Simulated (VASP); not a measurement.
# In: single point with LDA

The system is In.

```xyz
1
Lattice="-1.6255 1.6255 2.4737 1.6255 -1.6255 2.4737 1.6255 1.6255 -2.4737" Properties=species:S:1:pos:R:3 pbc="T T T"
In    0.0000    0.0000    0.0000
```

- Program: VASP 6.6.1
- Task: single point
- Functional: LDA
- Potentials or basis: VASP PAW LDA potentials, release 64 (In_d)
- Cutoff: 520 eV
- k mesh: 8 × 8 × 8
- Occupations: fermi-dirac, width 0.05 eV
- Spin: non-collinear spin, zero start, spin-orbit coupling
- Starting moments: [[0.0, 0.0, 0.0]] μB

```yaml
Pressure: -2.7 GPa
Net_moment: 0.00 μB per cell
Valence_electrons_inside_the_program's_atomic_spheres: In 11.36
```

Stress tensor (GPa, compression positive):
```
-3.86  0.00  0.00
 0.00 -3.86  0.00
 0.00  0.00 -0.23
```

Moments on the atoms (μB; x, y, z):
```
In  0.00 0.00 0.00
```

Wall time 78 s on 1 thread of Intel(R) Xeon(R) Platinum 8488C (Sapphire Rapids), on a shared host, peak memory 0.23 GiB.
